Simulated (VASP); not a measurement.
The system is TiN.

```
CELL_PARAMETERS angstrom
0.00000 2.01423 2.01423
2.01423 0.00000 2.01423
2.01423 2.01423 0.00000
ATOMIC_POSITIONS crystal
Ti 0.00000 0.00000 0.00000
N 0.50000 0.50000 0.50000
```

Base run:

* Program: VASP 6.6.1
* Functional: PBEsol
* Potentials or basis: VASP PAW PBE potentials, release 64 (Ti_sv, N)
* Cutoff: 520 eV
* k mesh: 20 × 20 × 20
* Occupations: gaussian, width 0.15 eV
* Spin: collinear spin
* Starting moments: [0.125, 0.0] μB
* Fixed moment: 0.125 μB

Its results: pressure 50.9 GPa; site moments Ti +0.09; N +0.01 μB.

Question: After a change of settings the same cell gave: pressure 52.2 GPa; site moments Ti +0.28; N +0.03 μB. Which change was it?
A. fixed moment from 0.125 μB to 0.625 μB; moments at the start from [0.12, 0.0] to [0.62, 0.0]
B. fixed moment from 0.125 μB to 0.375 μB; moments at the start from [0.12, 0.0] to [0.38, 0.0]
C. fixed moment from 0.125 μB to 0.75 μB; moments at the start from [0.12, 0.0] to [0.75, 0.0]

Answer: B.

Caveats: the cell stands under pressure; the PAW data sets were made with another functional, which shifts forces and pressure a little; the total moment is fixed, so each spin has its own Fermi level.
